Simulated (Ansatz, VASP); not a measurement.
Two plane-wave programs on Hg2SeO

INCAR

```
PREC = Accurate
ENCUT = 520
EDIFF = 1E-7
ISMEAR = -1
SIGMA = 0.02
LREAL = F
LASPH = T
NELM = 60
ALGO = Normal
ISIF = 2
LWAVE = F
LCHARG = T
GGA = PE
LELF = T
LVHAR = T
NBANDS = 26
```

The input KPOINTS:

```
regular mesh
0
Gamma
  6 6 4
```

The input POSCAR:

```
Hg2SeO
1.0
    4.0621024179      0.0000000000      0.0000000000
    0.0000000000      4.0621024179      0.0000000000
    0.0000000000      0.0000000000      5.6185232747
O Hg Se
1 2 1
Direct
    0.0000000000      0.0000000000      0.0000000000
    0.0000000000      0.5000000000      0.7999568980
    0.5000000000      0.0000000000      0.2000431020
    0.5000000000      0.5000000000      0.5000000000
```

Input for Ansatz:

```yaml
crystal:
  lattice:
    - [4.0621024179, 0.0, 0.0]
    - [0.0, 4.0621024179, 0.0]
    - [0.0, 0.0, 5.6185232747]
  atoms:
    - { symbol: O, position: [0.0, 0.0, 0.0] }
    - { symbol: Hg, position: [0.0, 0.5, 0.799956898] }
    - { symbol: Se, position: [0.5, 0.5, 0.5] }
    - { symbol: Hg, position: [0.5, 0.0, 0.200043102] }
kpoints:
  mp_grid: { grid: [6, 6, 4] }
hamiltonian:
  xc: pbe
scf:
  occupations: { method: fermi_dirac, width: 0.02 }
  n_extra_bands: 5
output:
  forces: true
  stress: true
  eigenvalues: true
```

Alike in both runs: task single point; functional PBE; k mesh 6 × 6 × 4; occupations fermi-dirac, width 0.02 eV; no spin polarisation.

```csv
,VASP,Ansatz
version,VASP 6.6.1,Ansatz 0.2.0
potentials or method,"VASP PAW PBE potentials, release 64 (O, Hg, Se)","plane waves, PAW"
plane-wave cutoff (eV),520,420
valence electrons in the cell,36,62
```

|  | VASP | Ansatz | Ansatz less VASP |
| --- | --- | --- | --- |
| pressure (GPa) | 2.4 | 1.9 | -0.46 |
| rms of the force components (eV/Å) | 0.007 | 0.015 | +0.0076 |

The functional is the same, so the differences come from potentials, cutoffs and numerics. VASP's potentials hold 36 valence electrons a cell and Ansatz's 62, so a difference there can come from the potentials and not from the codes.

Neither program's run includes spin-orbit coupling.
